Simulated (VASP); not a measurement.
BeTe: single point with PBE+D3(BJ)

Crystal: BeTe.

```
Be Te
1.0
     0.00000    2.79062    2.79062
     2.79062    0.00000    2.79062
     2.79062    2.79062    0.00000
Be Te
1 1
Direct
  0.00000 0.00000 0.00000
  0.75000 0.75000 0.75000
```

```json
{
  "Program": "VASP 6.6.1",
  "Task": "single point",
  "Functional": "PBE",
  "Dispersion": "D3(BJ)",
  "Potentials or basis": "VASP PAW PBE potentials, release 64 (Be, Te)",
  "Cutoff": "600 eV",
  "k mesh": "8 × 8 × 8",
  "Occupations": "gaussian, width 0.05 eV",
  "Spin": "no spin polarisation",
  "Dipole correction": "no",
  "Further INCAR settings": "ALGO = Normal; EDIFF = 1e-06; NBANDS = 11"
}
```

- Pressure: 0.2 GPa
- Band gap on the k mesh: 1.91 eV, indirect (least direct gap 3.59 eV)
- Dispersion energy per atom: -0.348 eV

Levels at points of the mesh, in eV from the valence-band top:
```
           k point  band 1  band 2  band 3  band 4  band 5  band 6  band 7  band 8  band 9
(0.00, 0.00, 0.00)  -12.48    0.00    0.00    0.00    3.59    3.59    3.59    4.02    8.36
(0.50, 0.00, 0.00)  -11.07   -5.72   -1.18   -1.18    3.15    4.58    4.58    7.81   11.06
(0.50, 0.50, 0.00)  -10.55   -5.26   -2.75   -2.75    1.91    2.63    9.88    9.88   11.71
```

Wall time 7.6 s on 1 thread of Intel(R) Xeon(R) 6975P-C (Granite Rapids), on a shared host, peak memory 0.18 GiB.

Caveat: spin-orbit coupling is left out, which moves the levels of the heavy elements. Expect the measured gap to be larger: semilocal functionals such as PBE lack the derivative discontinuity.
